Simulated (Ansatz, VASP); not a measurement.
## Cs2AgBiBr6 in VASP and in Ansatz

INCAR

```
SYSTEM = Cs2AgBiBr6
ALGO = Normal ; EDIFF = 1E-6
ENCUT = 630 ; GGA = CA
GGA_COMPAT = .FALSE. ; ISIF = 2
ISMEAR = -1 ; LASPH = .TRUE.
LCHARG = .TRUE. ; LDAU = .TRUE.
LDAUJ = 0 0 0 0 ; LDAUL = -1 -1 2 -1
LDAUPRINT = 1 ; LDAUTYPE = 2
LDAUU = 0 0 6 0 ; LELF = .TRUE.
LMAXMIX = 4 ; LREAL = .FALSE.
LVHAR = .TRUE. ; LWAVE = .FALSE.
NBANDS = 58 ; NELM = 200
PREC = Accurate ; SIGMA = 0.05
```

File KPOINTS:

```
k-points
0
G
  4 4 4
  0 0 0
```

POSCAR

```
Cs2AgBiBr6
1.0
    0.0000000000      5.6161000000      5.6161000000
    5.6161000000      0.0000000000      5.6161000000
    5.6161000000      5.6161000000      0.0000000000
Bi Cs Ag Br
1 2 1 6
Direct
    0.0000000000      0.0000000000      0.0000000000
    0.7500000000      0.7500000000      0.7500000000
    0.2500000000      0.2500000000      0.2500000000
    0.5000000000      0.5000000000      0.5000000000
    0.7494500000      0.7494500000      0.2505500000
    0.2505500000      0.2505500000      0.7494500000
    0.7494500000      0.2505500000      0.2505500000
    0.7494500000      0.2505500000      0.7494500000
    0.2505500000      0.7494500000      0.7494500000
    0.2505500000      0.7494500000      0.2505500000
```

File input.yaml:

```yaml
crystal:
  lattice:
    - [0.0, 5.6161, 5.6161]
    - [5.6161, 0.0, 5.6161]
    - [5.6161, 5.6161, 0.0]
  atoms:
    - { symbol: Bi, position: [0.0, 0.0, 0.0] }
    - { symbol: Cs, position: [0.75, 0.75, 0.75] }
    - { symbol: Cs, position: [0.25, 0.25, 0.25] }
    - { symbol: Ag, position: [0.5, 0.5, 0.5] }
    - { symbol: Br, position: [0.74945, 0.74945, 0.25055] }
    - { symbol: Br, position: [0.25055, 0.25055, 0.74945] }
    - { symbol: Br, position: [0.74945, 0.25055, 0.25055] }
    - { symbol: Br, position: [0.74945, 0.25055, 0.74945] }
    - { symbol: Br, position: [0.25055, 0.74945, 0.74945] }
    - { symbol: Br, position: [0.25055, 0.74945, 0.25055] }
hamiltonian:
  xc: lda
  pseudopotentials: { kind: paw }
  hubbard: { sites: [{ species: Ag, l: d, u_eff: 6.0 }] }
kpoints:
  mp_grid: { grid: [4, 4, 4] }
  band_path:
    path:
      - [[0.0, 0.0, 0.0], [0.5, 0.0, 0.5], [0.5, 0.25, 0.75], [0.375, 0.375, 0.75], [0.0, 0.0, 0.0], [0.5, 0.5, 0.5], [0.625, 0.25, 0.625], [0.5, 0.25, 0.75], [0.5, 0.5, 0.5], [0.375, 0.375, 0.75]]
      - [[0.625, 0.25, 0.625], [0.5, 0.0, 0.5]]
    npoints: 10
scf:
  occupations: { method: fermi_dirac, width: 0.05 }
  n_extra_bands: 25
output:
  forces: true
  stress: true
  eigenvalues: true
  fatbands: false
```

Alike in both runs: functional LDA; k mesh 4 × 4 × 4; occupations fermi-dirac, width 0.05 eV; no spin polarisation; Hubbard terms Ag d U = 6.0 eV.

|  | VASP | Ansatz |
| --- | --- | --- |
| version | VASP 6.6.1 | Ansatz 0.2.0 |
| potentials or method | VASP PAW LDA potentials, release 64 (Bi_d, Cs_sv, Ag_sv_GW, Br) | Ansatz PAW |
| plane-wave cutoff (eV) | 630 | 420 |
| valence electrons in the cell | 94 | 94 |
| task | single point | band structure |

|  | VASP | Ansatz | Ansatz less VASP |
| --- | --- | --- | --- |
| gap on the k mesh at the Fermi level (eV) | 1.44 | 1.48 | +0.048 |
| least direct gap on the mesh (eV) | 2.57 | 2.52 | -0.054 |
| pressure (GPa) | -1.3 | -1.3 | +0.03 |
| rms of the force components (eV/Å) | 0.116 | 0.083 | -0.0329 |

LDA's correlation is that of Perdew and Zunger in VASP and of Perdew and Wang (1992) in Ansatz. The programs project onto different local orbitals, so the same U acts differently, and such runs can settle in different states. Atom by atom the forces differ by 0.033 eV/Å (rms over components).

Spin-orbit coupling is off throughout.
